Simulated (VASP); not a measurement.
**SiC2: single point with PBE**

Crystal: SiC2.

```
Si C
1.0
     2.67981    0.00000    0.00000
    -1.33991    2.32078    0.00000
     0.00000    0.00000    6.56417
Si C
1 2
Direct
  0.00000 0.00000 0.50000
  0.66667 0.33333 0.83333
  0.33333 0.66667 0.16667
```

```yaml
Program: VASP 6.6.1
Task: single point
Functional: PBE
Potentials_or_basis: VASP PAW PBE potentials, release 64 (Si, C)
Cutoff: 520 eV
k_mesh: 6 × 6 × 4
Occupations: gaussian, width 0.1 eV
Spin: no spin polarisation
Dipole_correction: no
Further_INCAR_settings: ALGO = Normal; EDIFF = 1e-06; NBANDS = 13
```

```yaml
Pressure: -20.3 GPa
Largest_force: 0.182 eV/Å
Band_gap_on_the_k_mesh: zero (bands 6 and 7 overlap by 5.40 eV)
```

Forces on the atoms (eV/Å):
```
Si   0.000  0.000  0.000
C    0.000  0.000 -0.182
C    0.000  0.000  0.182
```

Stress tensor (GPa, compression positive):
```
-15.86   0.00   0.00
  0.00 -15.86   0.00
  0.00   0.00 -29.10
```

Levels at points of the mesh, in eV from the Fermi level:
| k point | band 2 | band 3 | band 4 | band 5 | band 6 | band 7 | band 8 | band 9 | band 10 | band 11 |
| --- | --- | --- | --- | --- | --- | --- | --- | --- | --- | --- |
| (0.00, 0.00, 0.00) | -10.77 | -9.94 | -1.63 | -1.39 | 3.52 | 3.52 | 3.91 | 3.91 | 6.05 | 11.19 |
| (0.50, 0.00, 0.00) | -7.90 | -5.21 | -4.58 | -3.50 | -2.90 | 1.66 | 1.72 | 1.91 | 2.69 | 4.72 |
| (0.00, 0.00, 0.50) | -12.21 | -7.98 | -4.90 | 2.38 | 3.53 | 3.53 | 3.89 | 3.89 | 4.41 | 11.16 |
| (0.50, 0.00, 0.50) | -8.02 | -5.75 | -5.08 | -2.52 | -1.17 | -0.34 | 1.02 | 1.85 | 2.48 | 5.57 |

Run time: 18 s on 1 thread of Intel Xeon 8259CL (shared host), peak memory 0.15 GiB.

Caveat: the k points lie up to 0.45 Å⁻¹ apart, too coarse for converged energies and pressures of a metal.
